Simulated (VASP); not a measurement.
# CuI (F-43m) in VASP: a series of runs, part 2 of 2

VASP 6.6.1. Earlier steps stand in the parts before.

### 3 Single point, LDA

This run uses another cell than the first one, of 27.86 Å³/atom.

INCAR reads:

```
SYSTEM = CuI
PREC = Accurate
ENCUT = 520
EDIFF = 1E-7
ISMEAR = -1
SIGMA = 0.05
LREAL = .False.
LASPH = .True.
NELM = 80
ALGO = Normal
ISIF = 2
LWAVE = .False.
LCHARG = .False.
GGA = CA
NBANDS = 16
```

KPOINTS reads:

```
Automatic mesh
0
Gamma
  8 8 8
  0 0 0
```

POSCAR reads:

```
CuI
1.0
    0.0000000000      3.0315000000      3.0315000000
    3.0315000000      0.0000000000      3.0315000000
    3.0315000000      3.0315000000      0.0000000000
I Cu
1 1
Direct
    0.0000000000      0.0000000000      0.0000000000
    0.7500000000      0.7500000000      0.7500000000
```

Potentials or basis: VASP PAW LDA potentials, release 64 (I, Cu).

Command:

```
> cat potpaw_LDA.64/I/POTCAR potpaw_LDA.64/Cu/POTCAR > POTCAR
> mpirun -np 1 vasp_std > vasp.out
```

OUTCAR:

```text
SYSTEM = CuI
   PREC = Accurate
   ENCUT = 520
   EDIFF = 1E-7
   ISMEAR = -1
   LREAL = .False.
   LASPH = .True.
   NELM = 80
   ISIF = 2
   GGA = CA

 ion  position               nearest neighbor table
   1  0.000  0.000  0.000-   2 2.63   2 2.63   2 2.63   2 2.63
   2  0.750  0.750  0.750-   1 2.63   1 2.63   1 2.63   1 2.63

  LATTYP: Found a face centered cubic cell.
 ALAT       =     6.0630000000

  Lattice vectors:

 A1 = (   0.0000000000,   3.0315000000,   3.0315000000)
 A2 = (   3.0315000000,   0.0000000000,   3.0315000000)
 A3 = (   3.0315000000,   3.0315000000,   0.0000000000)

Analysis of symmetry for initial positions (statically):
=====================================================================
 Subroutine PRICEL returns:
 Original cell was already a primitive cell.

 Routine SETGRP: Setting up the symmetry group for a
 face centered cubic supercell.

 Subroutine GETGRP returns: Found 24 space group operations
 (whereof 24 operations were pure point group operations)
 out of a pool of 48 trial point group operations.

The static configuration has the point symmetry T_d .

Analysis of symmetry for dynamics (positions and initial velocities):
=====================================================================
 Subroutine PRICEL returns:
 Original cell was already a primitive cell.

 Routine SETGRP: Setting up the symmetry group for a
 face centered cubic supercell.

 Subroutine GETGRP returns: Found 24 space group operations
 (whereof 24 operations were pure point group operations)
 out of a pool of 48 trial point group operations.

The dynamic configuration has the point symmetry T_d .

 Subroutine INISYM returns: Found 24 space group operations
 (whereof 24 operations are pure point group operations),
 and found     1 'primitive' translations

----------------------------------------------------------------------------------------

                                     Primitive cell

  volume of cell :      55.7189

  direct lattice vectors                    reciprocal lattice vectors
     0.000000000  3.031500000  3.031500000    -0.164934851  0.164934851  0.164934851
     3.031500000  0.000000000  3.031500000     0.164934851 -0.164934851  0.164934851
     3.031500000  3.031500000  0.000000000     0.164934851  0.164934851 -0.164934851

  length of vectors
     4.287188414  4.287188414  4.287188414     0.285675541  0.285675541  0.285675541

  position of ions in fractional coordinates (direct lattice)
     0.000000000  0.000000000  0.000000000
     0.750000000  0.750000000  0.750000000

  ion indices of the primitive-cell ions
   primitive index   ion index
                 1           1
                 2           2

----------------------------------------------------------------------------------------

 KPOINTS: Automatic mesh

Automatic generation of k-mesh.
 Grid dimensions read from file:
 generate k-points for:    8    8    8

 Generating k-lattice:

  Cartesian coordinates                     Fractional coordinates (reciprocal lattice)
    -0.020616856  0.020616856  0.020616856     0.125000000  0.000000000  0.000000000
     0.020616856 -0.020616856  0.020616856     0.000000000  0.125000000  0.000000000
     0.020616856  0.020616856 -0.020616856     0.000000000  0.000000000  0.125000000

  Length of vectors
     0.035709443  0.035709443  0.035709443

  Shift w.r.t. Gamma in fractional coordinates (k-lattice)
     0.000000000  0.000000000  0.000000000

 Subroutine IBZKPT returns following result:
 ===========================================

 Found     29 irreducible k-points:

 Following reciprocal coordinates:
            Coordinates               Weight
  0.000000  0.000000  0.000000      1.000000
  0.125000  0.000000  0.000000      8.000000
  0.250000  0.000000  0.000000      8.000000
  0.375000  0.000000  0.000000      8.000000
  0.500000  0.000000  0.000000      4.000000
  0.125000  0.125000  0.000000      6.000000
[... 16 lines left out ...]
  0.500000  0.250000  0.125000     48.000000
 -0.375000  0.250000  0.125000     24.000000
 [... further k-points ...]
   k-points           NKPTS =     29   k-points in BZ     NKDIM =     29   number of bands    NBANDS=     16
   number of dos      NEDOS =    301   number of ions     NIONS =      2
   total plane-waves  NPLWV =  32768
   dimension x,y,z NGX =    32 NGY =   32 NGZ =   32
   dimension x,y,z NGXF=    64 NGYF=   64 NGZF=   64
   ions per type =               1   1
   NGX,Y,Z   is equivalent  to a cutoff of  12.41, 12.41, 12.41 a.u.
   NGXF,Y,Z  is equivalent  to a cutoff of  24.82, 24.82, 24.82 a.u.
 SYSTEM =  CuI
   PREC   = accura    normal or accurate (medium, high low for compatibility)
   ISTART =      0    job   : 0-new  1-cont  2-samecut
   ICHARG =      2    charge: 1-file 2-atom 10-const
   ISPIN  =      1    spin polarized calculation?
   LNONCOLLINEAR =      F non collinear calculations
   LSORBIT =      F    spin-orbit coupling
   LASPH  =      T    aspherical Exc in radial PAW
   ENCUT  =  520.0 eV  38.22 Ry    6.18 a.u.   7.97  7.97  7.97*2*pi/ulx,y,z
   NELM   =     80;   NELMIN=  2; NELMDL= -5     # of ELM steps
   EDIFF  = 0.1E-06   stopping-criterion for ELM
   LREAL  =      F    real-space projection
   EDIFFG = 0.1E-05   stopping-criterion for IOM
   NSW    =      0    number of steps for IOM
   IBRION =     -1    ionic relax: 0-MD 1-quasi-New 2-CG
   NFREE  =      0    steps in history (QN), initial steepest desc. (CG)
   ISIF   =      2    stress and relaxation
   ISYM   =      2    0-nonsym 1-usesym 2-fastsym
   POTIM  = 0.5000    time-step for ionic-motion
   TEBEG  =    0.0;   TEEND  =   0.0 temperature during run
   PSTRESS=    0.0 pullay stress
   NELECT =      18.0000    total number of electrons
   NUPDOWN=      -1.0000    fix difference up-down
   EMIN   =  10.00;   EMAX   =-10.00  energy-range for DOS
   EFERMI =   0.00;   METHOD = LEGACY
   ISMEAR =    -1;   SIGMA  =   0.05  broadening in eV -4-tet -1-fermi 0-gaus
   EFERMI_NEDOS =   21; number of points for ismear=-14 and -15
   IALGO  =     38    algorithm
   IMIX   =      4    mixing-type and parameters
     AMIX     =   0.40;   BMIX     =  1.00
     AMIX_MAG =   1.60;   BMIX_MAG =  1.00
  volume/ion in A,a.u.               =      27.86       188.00
  Fermi-wavevector in a.u.,A,eV,Ry     =   1.123306  2.122741 17.168055  1.261816
  Thomas-Fermi vector in A             =   2.259971
   LORBIT       =      0    0 simple, 1 ext, 2 COOP (PROOUT), +10 PAW based schemes
   GGA     = CA    functional components
   LHFCALC =     F    Hartree Fock is set to
   AEXX    =    0.0000 exact exchange contribution
   IVDW    =     0    specifies the selected vdW correction
   LEPSILON=     F    determine dielectric tensor
   LRPA    =     F    only Hartree local field effects (RPA)
 non-spin polarized calculation
  energy-cutoff  :      520.00
  volume of cell :       55.72
 maximum number of plane-waves:      1524
   NGX = 15   NGY = 15   NGZ = 15

 number of electron      18.0000014 magnetization

 Free energy of the ion-electron system (eV)
  ---------------------------------------------------
  ext. energy  EPLUGINS =         0.00000000
  ---------------------------------------------------
  free energy    TOTEN  =        -6.91846584 eV

  energy without entropy =       -6.91846538  energy(sigma->0) =       -6.91846561

 E-fermi :   4.7034     XC(G=0):  -9.3092

 val. band max:        4.1649858552   @ k =   0.0000   0.0000   0.0000
 cond. band min:       5.1620450898   @ k =   0.0000   0.0000   0.0000
 fundamental gap:      0.9970592347
 Fermi energy:         4.7034126002

 k-point     1 :       0.0000    0.0000    0.0000
  band No.  band energies     occupation
      1      -9.8172      2.00000
      2       0.5390      2.00000
      3       0.5390      2.00000
      4       0.5390      2.00000
      5       2.2465      2.00000
      6       2.2465      2.00000
[... 8 lines left out ...]
     15      13.8374      0.00000
     16      13.8374      0.00000

 k-point     2 :       0.1250    0.0000    0.0000
  band No.  band energies     occupation
      1      -9.7446      2.00000
      2       0.2464      2.00000
      3       0.5461      2.00000
      4       0.5461      2.00000
      5       2.2404      2.00000
      6       2.2404      2.00000
[... 8 lines left out ...]
     15      13.1194      0.00000
     16      13.1194      0.00000
[... 387 lines left out ...]
      5       2.2002      2.00000
      6       2.2610      2.00000
[... 8 lines left out ...]
     15      14.7407      0.00000
     16      15.5775      0.00000

 k-point    24 :      -0.3750    0.2500    0.1250
  band No.  band energies     occupation
      1      -9.1701      2.00000
      2      -1.1291      2.00000
      3       0.0177      2.00000
      4       0.5308      2.00000
      5       2.1819      2.00000
      6       2.2572      2.00000
[... 8 lines left out ...]
     15      14.8395      0.00000
     16      15.4299      0.00000

 [... further k-points ...]
[... 5 lines left out ...]
  --------------------------------------------------------------------------------------
  -------------------------------------------------------------------------------------
  Total       -1.5002246     -1.5002246     -1.5002246      0.0000000      0.0000000     -0.0000000
  in kB      -43.1384114    -43.1384114    -43.1384114      0.0000000      0.0000000     -0.0000000
  external PRESSURE =     -43.1384114 kB  Pullay stress =       0.0000000 kB

 VOLUME and BASIS-vectors are now :
 -----------------------------------------------------------------------------
  energy-cutoff  :      520.00
  volume of cell :       55.72
      direct lattice vectors                 reciprocal lattice vectors
     0.000000000  3.031500000  3.031500000    -0.164934851  0.164934851  0.164934851
     3.031500000  0.000000000  3.031500000     0.164934851 -0.164934851  0.164934851
     3.031500000  3.031500000  0.000000000     0.164934851  0.164934851 -0.164934851

 POSITION                                       TOTAL-FORCE (eV/Angst)
 -----------------------------------------------------------------------------------
      0.00000      0.00000      0.00000         0.000000      0.000000      0.000000
      4.54725      4.54725      4.54725        -0.000000     -0.000000     -0.000000
 -----------------------------------------------------------------------------------
    total drift:                                0.000001      0.000001      0.000001

  FREE ENERGIE OF THE ION-ELECTRON SYSTEM (eV)
  ---------------------------------------------------
  free  energy   TOTEN  =        -6.9184658427 eV

  energy  without entropy=       -6.9184653766  energy(sigma->0) =       -6.91846561
```

stdout:

```text
POSCAR found type information on POSCAR I Cu
 POSCAR found :  2 types and       2 ions
 scaLAPACK will be used
 LDA part: xc-table for (Slater(with rela. corr.)+CA(PZ))
 , standard interpolation
 POSCAR, INCAR and KPOINTS ok, starting setup
 FFT: planning ... GRIDC
 FFT: planning ... GRID_SOFT
 FFT: planning ... GRID
 WAVECAR not read
 entering main loop
```

It took 65 s on 1 thread of Intel Xeon 8259CL, shared host; peak memory 0.14 GiB.

Results:

| Quantity | Value |
| --- | --- |
| Free energy | -6.9185 eV |
| Pressure | -4.3 GPa |
| Band gap on the k mesh | 1.00 eV |

Caveat: the cell stands under tension; spin-orbit coupling is left out, which moves the levels of the heavy elements.

### 4 Single point, PBE

This run uses another cell than the first one, of 27.86 Å³/atom.

INCAR reads:

```
SYSTEM = CuI
PREC = Accurate
ENCUT = 520
EDIFF = 1E-6
ISMEAR = 0
SIGMA = 0.028000000000000004
LREAL = .False.
LASPH = .True.
NELM = 100
ALGO = Normal
ISIF = 2
LWAVE = .False.
LCHARG = .True.
GGA = PE
LELF = .True.
LVHAR = .True.
NBANDS = 16
```

KPOINTS reads:

```
regular mesh
0
Gamma
  8 8 8
  0 0 0
```

POSCAR is that of step 3.

Potentials or basis: VASP PAW PBE potentials, release 64 (I, Cu).

Command:

```
> cat potpaw_PBE.64/I/POTCAR potpaw_PBE.64/Cu/POTCAR > POTCAR
> mpirun -np 1 vasp_std > vasp.out
```

OUTCAR:

```text
SYSTEM = CuI
   PREC = Accurate
   ENCUT = 520
   EDIFF = 1E-6
   ISMEAR = 0
   LREAL = .False.
   LASPH = .True.
   NELM = 100
   ISIF = 2
   GGA = PE

 ion  position               nearest neighbor table
   1  0.000  0.000  0.000-   2 2.63   2 2.63   2 2.63   2 2.63
   2  0.750  0.750  0.750-   1 2.63   1 2.63   1 2.63   1 2.63

  LATTYP: Found a face centered cubic cell.
 ALAT       =     6.0630000000

  Lattice vectors:

 A1 = (   0.0000000000,   3.0315000000,   3.0315000000)
 A2 = (   3.0315000000,   0.0000000000,   3.0315000000)
 A3 = (   3.0315000000,   3.0315000000,   0.0000000000)
[... 624 lines left out ...]
      4       0.7648      2.00000
      5       2.5123      2.00000
      6       2.5873      2.00000
[... 8 lines left out ...]
     15      15.1779      0.00000
     16      15.7345      0.00000

 [... further k-points ...]
[... 5 lines left out ...]
  --------------------------------------------------------------------------------------
  -------------------------------------------------------------------------------------
  Total        0.2393335      0.2393335      0.2393335      0.0000000      0.0000000      0.0000000
  in kB        6.8819490      6.8819490      6.8819490      0.0000000      0.0000000      0.0000000
  external PRESSURE =       6.8819490 kB  Pullay stress =       0.0000000 kB

 VOLUME and BASIS-vectors are now :
 -----------------------------------------------------------------------------
  energy-cutoff  :      520.00
  volume of cell :       55.72
      direct lattice vectors                 reciprocal lattice vectors
     0.000000000  3.031500000  3.031500000    -0.164934851  0.164934851  0.164934851
     3.031500000  0.000000000  3.031500000     0.164934851 -0.164934851  0.164934851
     3.031500000  3.031500000  0.000000000     0.164934851  0.164934851 -0.164934851

 POSITION                                       TOTAL-FORCE (eV/Angst)
 -----------------------------------------------------------------------------------
      0.00000      0.00000      0.00000         0.000000     -0.000000     -0.000000
      4.54725      4.54725      4.54725        -0.000000      0.000000      0.000000
 -----------------------------------------------------------------------------------
    total drift:                               -0.000001     -0.000001     -0.000000

  FREE ENERGIE OF THE ION-ELECTRON SYSTEM (eV)
  ---------------------------------------------------
  free  energy   TOTEN  =        -5.5619810735 eV

  energy  without entropy=       -5.5619810735  energy(sigma->0) =       -5.56198107
```

stdout:

```text
POSCAR found type information on POSCAR I Cu
 POSCAR found :  2 types and       2 ions
 scaLAPACK will be used
 LDA part: xc-table for (Slater+PW92), standard interpolation
 POSCAR, INCAR and KPOINTS ok, starting setup
 FFT: planning ... GRIDC
 FFT: planning ... GRID_SOFT
 FFT: planning ... GRID
 WAVECAR not read
 entering main loop
```

It took 58 s on 1 thread of Intel Xeon 8259CL, shared host; peak memory 0.16 GiB.

What came out:

| Property | Result |
| --- | --- |
| Free energy | -5.5620 eV |
| Pressure | 0.7 GPa |
| Band gap on the k mesh | 1.14 eV |

Caveat: spin-orbit coupling is left out, which moves the levels of the heavy elements.

### 5 Single point, PBE

This run uses another cell than the first one, of 27.86 Å³/atom.

INCAR reads:

```
SYSTEM = CuI
PREC = Accurate ; ENCUT = 520
EDIFF = 1E-6 ; ISMEAR = 0
SIGMA = 0.026000000000000002 ; LREAL = .FALSE.
LASPH = .TRUE. ; NELM = 60
ALGO = Normal ; ISIF = 2
LWAVE = .FALSE. ; LCHARG = .FALSE.
GGA = PE ; NBANDS = 16
```

KPOINTS reads:

```
regular mesh
0
G
  8 8 8
  0 0 0
```

POSCAR is that of step 4.

Command:

```
> cat potpaw_PBE.64/I/POTCAR potpaw_PBE.64/Cu/POTCAR > POTCAR
> mpirun -np 1 vasp_std > vasp.out
```

Wall time 57 s (1 thread of Intel Xeon 8259CL, shared host); peak memory 0.16 GiB.

The run converged. Its results:

| Quantity | Value |
| --- | --- |
| Free energy | -5.5620 eV |
| Pressure | 0.7 GPa |
| Band gap on the k mesh | 1.14 eV |

Levels at points of the mesh, in eV from the valence-band top:
```tsv
k point	band 7	band 8	band 9	band 10	band 11	band 12
(0.00, 0.00, 0.00)	0.00	0.00	0.00	1.14	4.87	4.87
(0.50, 0.00, 0.00)	-1.78	-0.71	-0.71	2.16	5.41	5.41
(0.50, 0.50, 0.00)	-1.77	-1.50	-1.50	2.72	2.91	9.19
```

Caveat: spin-orbit coupling is left out, which moves the levels of the heavy elements.

### 6 Relaxation of cell and atoms, RPBE+D4

This run uses another cell than the first one, of 27.86 Å³/atom.

INCAR reads:

```
SYSTEM = CuI
PREC     = Accurate       ! precision mode
ENCUT    = 600            ! plane-wave cutoff, eV
EDIFF    = 1E-6           ! SCF threshold, eV
ISMEAR   = -1             ! smearing method
SIGMA    = 0.05           ! smearing width, eV
LREAL    = .False.        ! projectors in reciprocal space
LASPH    = .True.         ! aspherical terms in the spheres
NELM     = 100            ! most SCF steps
ALGO     = Normal         ! electronic algorithm
ISIF     = 3              ! what is computed and relaxed
LWAVE    = .False.        ! write WAVECAR
LCHARG   = .False.        ! write CHGCAR
GGA      = RP             ! functional
IVDW     = 13             ! dispersion correction
IBRION   = 2              ! ionic algorithm
NSW      = 80             ! ionic steps
EDIFFG   = -0.02          ! ionic threshold
```

KPOINTS reads:

```
regular mesh
0
Gamma
  8 8 8
  0 0 0
```

POSCAR is that of step 5.

Potentials or basis: VASP PAW PBE potentials, release 64 (I, Cu).

Command:

```
> cat potpaw_PBE.64/I/POTCAR potpaw_PBE.64/Cu/POTCAR > POTCAR
> mpirun -np 1 vasp_std > vasp.out
```

Run time: 2.8 min. Hardware: 1 thread of Intel Xeon 8259CL, shared host; peak memory 0.19 GiB.

The run converged. Its results:

| Property | Result |
| --- | --- |
| Free energy | -6.1905 eV |
| Relaxed volume | 26.40 Å³/atom |
| Relaxed cell | a = 4.211 Å, b = 4.211 Å, c = 4.211 Å, α = 60.00°, β = 60.00°, γ = 60.00° |
| Space group after relaxing (to 0.1 Å) | F-43m (No. 216) |
| Energy gained by relaxing | 10.6 meV/atom |
| Ionic steps | 3 |
| Pressure after relaxing | 0.0 GPa |
| Band gap on the k mesh | 1.42 eV |
| Dispersion energy per atom | -0.710 eV |

The path:
```
step  energy change (eV)  largest force (eV/Å)  pressure (GPa)  volume (Å³)
   1              0.0000                0.0000           -2.24        55.72
   2             -0.0211                0.0000            0.15        52.63
   3             -0.0212                0.0000           -0.03        52.81
```

Final structure:
```cif
data_structure
_symmetry_space_group_name_H-M 'P 1'
_symmetry_Int_Tables_number 1
_cell_length_a 4.2111
_cell_length_b 4.2111
_cell_length_c 4.2111
_cell_angle_alpha 60.000
_cell_angle_beta 60.000
_cell_angle_gamma 60.000
_cell_volume 52.81
loop_
_atom_site_label
_atom_site_type_symbol
_atom_site_fract_x
_atom_site_fract_y
_atom_site_fract_z
_atom_site_occupancy
I1 I 0.00000 0.00000 0.00000 1
Cu1 Cu 0.75000 0.75000 0.75000 1
```

Levels at points of the mesh, in eV from the valence-band top:
| k point | band 5 | band 6 | band 7 | band 8 | band 9 | band 10 | band 11 | band 12 | band 13 |
| --- | --- | --- | --- | --- | --- | --- | --- | --- | --- |
| (0.00, 0.00, 0.00) | -2.05 | -2.05 | 0.00 | 0.00 | 0.00 | 1.42 | 4.83 | 4.83 | 4.83 |
| (0.50, 0.00, 0.00) | -2.02 | -2.02 | -1.97 | -0.79 | -0.79 | 2.29 | 5.40 | 5.40 | 7.66 |
| (0.50, 0.50, 0.00) | -2.08 | -1.98 | -1.96 | -1.67 | -1.67 | 2.71 | 2.94 | 9.71 | 10.07 |

Caveat: the PAW data sets were made with another functional, which shifts forces and pressure a little; spin-orbit coupling is left out, which moves the levels of the heavy elements. RPBE gaps usually lie below the measured ones, often by a third to a half.

### 7 Summary

| task | level | potentials or basis | cell | cutoff (eV) | smearing | gap on the mesh (eV) | pressure (GPa) |
| --- | --- | --- | --- | --- | --- | --- | --- |
| single point | RPBE+D4 | VASP PAW PBE potentials, release 64 (I, Cu) | a = 4.208 Å, angles 60.0°, 2 atoms | 520 | fermi-dirac 0.05 eV | 1.43 | 0.0 |
| single point | LDA | VASP PAW LDA potentials, release 64 (I, Cu) | a = 4.287 Å, angles 60.0°, 2 atoms | 520 | fermi-dirac 0.05 eV | 1.00 | -4.3 |
| single point | PBE | VASP PAW PBE potentials, release 64 (I, Cu) | a = 4.287 Å, angles 60.0°, 2 atoms | 520 | gaussian 0.028 eV | 1.14 | 0.7 |
| single point | PBE | VASP PAW PBE potentials, release 64 (I, Cu) | a = 4.287 Å, angles 60.0°, 2 atoms | 520 | gaussian 0.026 eV | 1.14 | 0.7 |
| relaxation of cell and atoms | RPBE+D4 | VASP PAW PBE potentials, release 64 (I, Cu) | relaxed from a = 4.287 Å, angles 60.0°, 2 atoms | 600 | fermi-dirac 0.05 eV | 1.42 | 0.0 |

Alike in all rows: no spin polarisation; k mesh 8 × 8 × 8.

Caveats: spin-orbit coupling is left out, which moves the levels of the heavy elements; the PAW data sets were made with another functional, which shifts forces and pressure a little (at least some runs); the cell stands under tension (at least some runs).

Absolute energies hang on the potentials; compare differences alone.
